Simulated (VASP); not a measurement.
Write the native input for VASP 6.6.1 that does the following.

| Quantity | Value |
| --- | --- |
| Task | single point |
| Functional | PBEsol |
| Potentials or basis | VASP PAW PBE potentials, release 64 (Mg, Pb_d, N) |
| Cutoff | 520 eV |
| k mesh | 12 × 12 × 4 |
| Occupations | gaussian, width 0.05 eV |
| Spin | no spin polarisation |
| Dipole correction | no |
| Further INCAR settings | ALGO = Normal; EDIFF = 1e-06; NBANDS = 28 |

The structure of MgPb2N2 lies in POSCAR:

```
MgPb2N2
1.0
    3.3917442120      0.0000000000      0.0000000000
   -1.6958721060      2.9373366507      0.0000000000
    0.0000000000      0.0000000000      9.2349600287
Mg Pb N
1 2 2
Direct
    0.0000000000      0.0000000000      0.0000000000
    0.6666666667      0.3333333333      0.2865500000
    0.3333333333      0.6666666667      0.7134500000
    0.6666666667      0.3333333333      0.8618210000
    0.3333333333      0.6666666667      0.1381790000
```

The input as run:

INCAR

```
PREC = Accurate ; ENCUT = 520
EDIFF = 1E-6 ; ISMEAR = 0
SIGMA = 0.05 ; LREAL = False
LASPH = True ; NELM = 100
ALGO = Normal ; ISIF = 2
LWAVE = False ; LCHARG = True
GGA = PS ; LELF = True
LVHAR = True ; NBANDS = 28
```

KPOINTS

```
regular mesh
0
Gamma
  12 12 4
```

Potentials or basis: VASP PAW PBE potentials, release 64 (Mg, Pb_d, N).

Command:

```console
$ cat potpaw_PBE.64/Mg/POTCAR potpaw_PBE.64/Pb_d/POTCAR potpaw_PBE.64/N/POTCAR > POTCAR
$ mpirun -np 1 vasp_std > vasp.out
```

It gave:

```
Pressure               : -3.6 GPa
Largest force          : 0.294 eV/Å
Band gap on the k mesh : 0.57 eV, direct
```

Caveat: the PAW data sets were made with another functional, which shifts forces and pressure a little; spin-orbit coupling is left out, which moves the levels of the heavy elements.

Wall time 4 min on 1 thread of AMD EPYC 7R43 64-Core Processor (Zen 3), with other jobs on the host, peak memory 0.29 GiB.
